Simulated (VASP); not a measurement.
Wanted: the native input for a VASP 6.6.1 run.

```yaml
Task: single point
Functional: LDA
Potentials_or_basis: VASP PAW LDA potentials, release 64 (Ir)
Cutoff: 520 eV
k_mesh: 16 × 16 × 12
Occupations: gaussian, width 0.15 eV
Spin: no spin polarisation
Dipole_correction: no
Further_INCAR_settings: ALGO = Fast; EDIFF = 1e-06; NBANDS = 16
```

The structure of Ir lies in POSCAR:

```
Ir
1.0
    0.0000000000     -1.9054060557     -1.9054060557
    0.0000000000      1.9054060557     -1.9054060557
    3.8108121114      0.0000000000      0.0000000000
Ir
2
Direct
    0.5000000000      0.5000000000      0.4719219954
    0.0000000000      0.0000000000      0.0280780046
```

This cell differs from its parent crystal: atoms displaced along a vibrational mode.

One way to write it, as run:

INCAR

```
ALGO = Fast ; EDIFF = 1E-6
ENCUT = 520 ; GGA = CA
ISIF = 2 ; ISMEAR = 0
LASPH = T ; LCHARG = T
LELF = T ; LREAL = F
LVHAR = T ; LWAVE = F
NBANDS = 16 ; NELM = 80
PREC = Accurate ; SIGMA = 0.15
```

KPOINTS

```
k-points
0
Gamma
  16 16 12
```

Potentials or basis: VASP PAW LDA potentials, release 64 (Ir).

Run with:

```console
$ cat potpaw_LDA.64/Ir/POTCAR > POTCAR
$ mpirun -np 1 vasp_std > vasp.out
```

It gave:

```yaml
Pressure: 12.7 GPa
Largest_force: 3.265 eV/Å
Band_gap_on_the_k_mesh: zero (bands 9 and 10 overlap by 2.73 eV)
```

Caveat: the cell differs from its parent crystal (atoms displaced along a vibrational mode); the cell stands under pressure; spin-orbit coupling is left out, which moves the levels of the heavy elements; forces of over 1 eV/Å act on the atoms, so gaps and moduli don't describe the material at rest.

It took 75 s on 1 thread of AMD EPYC 9R45 96-Core Processor (Zen 5) (shared host), peak memory 0.19 GiB.
